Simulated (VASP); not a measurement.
A run of VASP 6.6.1 is set up as follows.

The input INCAR:

```
  PREC = Accurate
  ENCUT = 520
  EDIFF = 1E-6
  ISMEAR = 0
  SIGMA = 0.1
  LREAL = F
  LASPH = T
  NELM = 80
  ALGO = Normal
  ISIF = 2
  LWAVE = F
  LCHARG = F
  GGA = PE
  NBANDS = 16
```

The input KPOINTS:

```
regular mesh
0
Gamma
  12 12 12
```

The input POSCAR:

```
ZrH4
1.0
    3.1723650752      0.0000000000      0.0000000000
    0.0000000000      3.1723650752      0.0000000000
    0.0000000000      0.0000000000      3.1723650752
Zr H
1 4
Direct
    0.0000000000      0.0000000000      0.0000000000
    0.5000000000      0.5000000000      0.5000000000
    0.0000000000      0.5000000000      0.5000000000
    0.5000000000      0.0000000000      0.5000000000
    0.5000000000      0.5000000000      0.0000000000
```

Potentials or basis: VASP PAW PBE potentials, release 64 (Zr_sv, H).

Run with:

```console
$ cat potpaw_PBE.64/Zr_sv/POTCAR potpaw_PBE.64/H/POTCAR > POTCAR
$ mpirun -np 1 vasp_std > vasp.out
```

Task: Predict the band gap on the k mesh.

Result: Zero (bands 8 and 9 overlap by 3.49 eV).

Task: Predict the pressure.

Result: -0.2 GPa.
